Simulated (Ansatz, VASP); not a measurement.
**Two plane-wave programs on Si3Sn**

POSCAR

```
Si3Sn
1.0
    4.0376389110      0.0000000000      0.0000000000
    0.0000000000      4.0376389110      0.0000000000
    0.0000000000      0.0000000000      5.7486205295
Si Sn
3 1
Direct
    0.5000000000      0.0000000000      0.7746010627
    0.5000000000      0.5000000000      0.0000000000
    0.0000000000      0.5000000000      0.2253989373
    0.0000000000      0.0000000000      0.5000000000
```

The input INCAR.step1:

```
SYSTEM = Si3Sn
PREC = Accurate
ENCUT = 520
ISMEAR = 0
SIGMA = 0.01
LREAL = .False.
LASPH = .True.
NELM = 100
NBANDS = 21
GGA = PE
ALGO = Normal
EDIFF = 1E-4
LWAVE = .True.
LCHARG = .False.
```

INCAR.step2

```
SYSTEM = Si3Sn
PREC = Accurate
ENCUT = 520
EDIFF = 1E-7
ISMEAR = 0
SIGMA = 0.01
LREAL = .False.
LASPH = .True.
NELM = 100
ALGO = Normal
ISIF = 2
LWAVE = .False.
LCHARG = .False.
METAGGA = R2SCAN
LMIXTAU = .True.
NBANDS = 21
ISTART = 1
```

KPOINTS

```
regular mesh
0
Gamma
  6 6 4
  0 0 0
```

Input for Ansatz:

```yaml
crystal:
  lattice:
    - [4.037638911, 0.0, 0.0]
    - [0.0, 4.037638911, 0.0]
    - [0.0, 0.0, 5.7486205295]
  atoms:
    - { symbol: Si, position: [0.5, 0.0, 0.7746010627] }
    - { symbol: Si, position: [0.5, 0.5, 0.0] }
    - { symbol: Si, position: [0.0, 0.5, 0.2253989373] }
    - { symbol: Sn, position: [0.0, 0.0, 0.5] }
kpoints:
  mp_grid: { grid: [6, 6, 4] }
hamiltonian:
  xc: r2scan
scf:
  occupations: { method: fixed }
output:
  optics:
    e_range: [0, 12]
    de: 0.05
    sigma: 0.1
    bands: { spectra_wanted_up_to: 12 }
```

Alike in both runs: task single point; functional r2SCAN; k mesh 6 × 6 × 4; no spin polarisation.

|  | VASP | Ansatz |
| --- | --- | --- |
| version | VASP 6.6.1 | Ansatz 0.2.0 |
| potentials or method | VASP PAW PBE potentials, release 64 (Si, Sn_d) | plane waves, PAW |
| plane-wave cutoff (eV) | 520 | 500 |
| occupations | gaussian, width 0.01 eV | fixed |
| valence electrons in the cell | 26 | 26 |

```tsv
	VASP	Ansatz	Ansatz less VASP
gap on the k mesh at the Fermi level (eV)	0.41	0.40	-0.009
```

VASP's potentials were made for PBE, not for r2SCAN.
